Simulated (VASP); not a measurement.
# NbAs (I4_1md) in VASP: a series of runs, part 2 of 2

VASP 6.6.1. Earlier steps stand in the parts before.

### 3 Single point, PBE (17.19 Å³/atom)

This run uses another cell than the first one, of 17.19 Å³/atom.

Input file INCAR:

```
SYSTEM = NbAs
PREC     = Accurate       ! precision mode
ENCUT    = 520            ! plane-wave cutoff, eV
EDIFF    = 1E-6           ! SCF threshold, eV
ISMEAR   = 0              ! smearing method
SIGMA    = 0.1            ! smearing width, eV
LREAL    = .FALSE.        ! projectors in reciprocal space
LASPH    = .TRUE.         ! aspherical terms in the spheres
NELM     = 100            ! most SCF steps
ALGO     = Normal         ! electronic algorithm
ISIF     = 2              ! what is computed and relaxed
LWAVE    = .FALSE.        ! write WAVECAR
LCHARG   = .FALSE.        ! write CHGCAR
GGA      = PE             ! functional
NBANDS   = 26             ! bands
```

Input file KPOINTS:

```
Automatic mesh
0
G
  18 18 18
  0 0 0
```

Input file POSCAR:

```
NbAs
1.0
   -1.7226092495      1.7226092495      5.7922232664
    1.7226092495     -1.7226092495      5.7922232664
    1.7226092495      1.7226092495     -5.7922232664
Nb As
2 2
Direct
   -0.0013400136     -0.0013400136      0.0000000000
    0.7486599864      0.2486599864      0.5000000000
    0.4173400136      0.4173400136      0.0000000000
    0.1673400136      0.6673400136      0.5000000000
```

Potentials or basis: VASP PAW PBE potentials, release 64 (Nb_sv, As).

On the command line:

```
$ cat potpaw_PBE.64/Nb_sv/POTCAR potpaw_PBE.64/As/POTCAR > POTCAR
$ mpirun -np 1 vasp_std > vasp.out
```

OUTCAR:

```text
SYSTEM = NbAs
   PREC = Accurate
   ENCUT = 520
   EDIFF = 1E-6
   ISMEAR = 0
   LREAL = .FALSE.
   LASPH = .TRUE.
   NELM = 100
   ISIF = 2
   GGA = PE

 ion  position               nearest neighbor table
   1  0.999  0.999  0.000-   4 2.60   4 2.60   3 2.61   3 2.61   3 2.61   3 2.61
   2  0.749  0.249  0.500-   3 2.60   3 2.60   4 2.61   4 2.61   4 2.61   4 2.61
   3  0.417  0.417  0.000-   2 2.60   2 2.60   1 2.61   1 2.61   1 2.61   1 2.61
   4  0.167  0.667  0.500-   1 2.60   1 2.60   2 2.61   2 2.61   2 2.61   2 2.61

  LATTYP: Found a body centered tetragonal cell.
 ALAT       =     3.4452184990
 C/A-ratio  =     3.3624707798

  Lattice vectors:

 A1 = (  -1.7226092495,   1.7226092495,   5.7922232664)
 A2 = (   1.7226092495,  -1.7226092495,   5.7922232664)
 A3 = (   1.7226092495,   1.7226092495,  -5.7922232664)

Analysis of symmetry for initial positions (statically):
=====================================================================
 Subroutine PRICEL returns:
 Original cell was already a primitive cell.

[... 169 lines left out ...]
  ext. energy  EPLUGINS =         0.00000000
  ---------------------------------------------------
  free energy    TOTEN  =       -32.49975031 eV

  energy without entropy =      -32.49733217  energy(sigma->0) =      -32.49854124

 E-fermi :   9.8012     XC(G=0): -11.9095

 val. band max:        9.8010277729   @ k =  -0.0556   0.5000   0.0556
 cond. band min:       9.8016957745   @ k =  -0.1111   0.3889   0.1111
 fundamental gap:      0.0006680016
 Fermi energy:         9.8012397561

 k-point     1 :       0.0000    0.0000    0.0000
  band No.  band energies     occupation
      1     -45.2989      2.00000
      2     -45.2679      2.00000
      3     -21.5264      2.00000
      4     -21.4152      2.00000
      5     -21.4152      2.00000
      6     -21.2605      2.00000
[... 685 lines left out ...]
     25      14.4132      0.00000
     26      15.0950      0.00000

 [... further k-points ...]
[... 5 lines left out ...]
  --------------------------------------------------------------------------------------
  -------------------------------------------------------------------------------------
  Total        2.2549242      2.2549242      2.2245875      0.0000000      0.0000000      0.0000000
  in kB       52.5489080     52.5489080     51.8419401      0.0000000      0.0000000      0.0000000
  external PRESSURE =      52.3132520 kB  Pullay stress =       0.0000000 kB

 VOLUME and BASIS-vectors are now :
 -----------------------------------------------------------------------------
  energy-cutoff  :      520.00
  volume of cell :       68.75
      direct lattice vectors                 reciprocal lattice vectors
    -1.722609250  1.722609250  5.792223266     0.000000000  0.290257352  0.086322639
     1.722609250 -1.722609250  5.792223266     0.290257352  0.000000000  0.086322639
     1.722609250  1.722609250 -5.792223266     0.290257352  0.290257352  0.000000000

 POSITION                                       TOTAL-FORCE (eV/Angst)
 -----------------------------------------------------------------------------------
      0.00000      0.00000     11.56892         0.000000     -0.000000     -0.000332
      0.00000      1.72261      2.88059        -0.000000      0.000000     -0.000332
      0.00000      0.00000      4.83465        -0.000000      0.000000      0.000332
      1.72261      0.00000      1.93854         0.000000     -0.000000      0.000332
 -----------------------------------------------------------------------------------
    total drift:                                0.000000      0.000000     -0.000273

  FREE ENERGIE OF THE ION-ELECTRON SYSTEM (eV)
  ---------------------------------------------------
  free  energy   TOTEN  =       -32.4997503050 eV

  energy  without entropy=      -32.4973321730  energy(sigma->0) =      -32.49854124
```

stdout:

```text
POSCAR found type information on POSCAR NbAs
 POSCAR found :  2 types and       4 ions
 scaLAPACK will be used
 LDA part: xc-table for (Slater+PW92), standard interpolation
 POSCAR, INCAR and KPOINTS ok, starting setup
 FFT: planning ... GRIDC
 FFT: planning ... GRID_SOFT
 FFT: planning ... GRID
 WAVECAR not read
 entering main loop
```

It took 15 min on 1 thread of Intel Xeon 6975P-C (Granite Rapids), shared host; peak memory 0.89 GiB.

What came out:

* Free energy: -32.4998 eV
* Pressure: 5.2 GPa
* Band gap on the k mesh: zero (bands 18 and 19 overlap by 0.03 eV)

Levels at points of the mesh, in eV from the Fermi level:
| k point | band 15 | band 16 | band 17 | band 18 | band 19 | band 20 | band 21 | band 22 |
| --- | --- | --- | --- | --- | --- | --- | --- | --- |
| (0.00, 0.00, 0.00) | -2.09 | -1.69 | -1.39 | -1.39 | 0.68 | 1.27 | 2.51 | 3.00 |
| (0.50, 0.00, 0.00) | -2.30 | -1.80 | -1.40 | -0.04 | 0.04 | 1.21 | 2.15 | 2.34 |
| (0.50, 0.50, 0.00) | -2.80 | -2.80 | -0.62 | -0.62 | 2.44 | 2.44 | 2.72 | 2.72 |
| (0.50, 0.50, 0.50) | -2.56 | -2.56 | -0.55 | -0.55 | 0.96 | 0.96 | 1.99 | 1.99 |

Caveat: the cell stands under pressure.

### 4 Single point, PBE (18.25 Å³/atom)

This run uses another cell than the first one, of 18.25 Å³/atom.

Input file INCAR:

```
ALGO = Normal
EDIFF = 1E-6
ENCUT = 520
GGA = PE
ISIF = 2
ISMEAR = 0
LASPH = T
LCHARG = F
LREAL = F
LWAVE = F
NBANDS = 26
NELM = 80
PREC = Accurate
SIGMA = 0.1
```

Input file KPOINTS:

```
k-points
0
Gamma
  18 18 18
```

Input file POSCAR:

```
NbAs
1.0
   -1.7506894021      1.7506894021      5.9547855849
    1.7506894021     -1.7506894021      5.9547855849
    1.7506894021      1.7506894021     -5.9547855849
Nb As
2 2
Direct
   -0.0009101209     -0.0009101209      0.0000000000
    0.7490898791      0.2490898791      0.5000000000
    0.4169101209      0.4169101209      0.0000000000
    0.1669101209      0.6669101209      0.5000000000
```

On the command line:

```
$ cat potpaw_PBE.64/Nb_sv/POTCAR potpaw_PBE.64/As/POTCAR > POTCAR
$ mpirun -np 1 vasp_std > vasp.out
```

Wall time 52 min (1 thread of Intel Xeon 8259CL, shared host); peak memory 0.94 GiB.

Results (log left out):

```yaml
Free_energy: -32.5048 eV
Pressure: -4.4 GPa
Band_gap_on_the_k_mesh: zero (bands 18 and 19 overlap by 0.10 eV)
```

Levels at points of the mesh, in eV from the Fermi level:
```csv
k point,band 15,band 16,band 17,band 18,band 19,band 20,band 21,band 22
"(0.00, 0.00, 0.00)",-1.93,-1.60,-1.33,-1.33,0.67,1.19,2.27,2.81
"(0.50, 0.00, 0.00)",-2.15,-1.77,-1.31,-0.11,0.06,1.11,1.99,2.12
"(0.50, 0.50, 0.00)",-2.73,-2.73,-0.57,-0.57,2.26,2.26,2.49,2.49
"(0.50, 0.50, 0.50)",-2.34,-2.34,-0.55,-0.55,0.92,0.92,1.80,1.80
```

Caveat: the cell stands under tension.

### 5 Overview

```tsv
cell	gap on the mesh (eV)	pressure (GPa)
a = 6.197 Å, angles 148.0, 148.0, 45.9°, 4 atoms, atomic positions A	none	11.4
a = 6.284 Å, angles 148.2, 148.2, 45.6°, 4 atoms, atomic positions B	none	5.2
a = 6.449 Å, angles 148.5, 148.5, 45.2°, 4 atoms, atomic positions C	none	-4.4
```

Alike in all rows: task single point; level PBE; potentials or basis VASP PAW PBE potentials, release 64 (Nb_sv, As); no spin polarisation; k mesh 18 × 18 × 18; cutoff (eV) 520; smearing gaussian 0.1 eV.

Caveats: the cell stands under pressure (at least some runs); the cell stands under tension (at least some runs).

Total energies depend on the potentials used, so only differences within one code and one set of settings carry meaning.
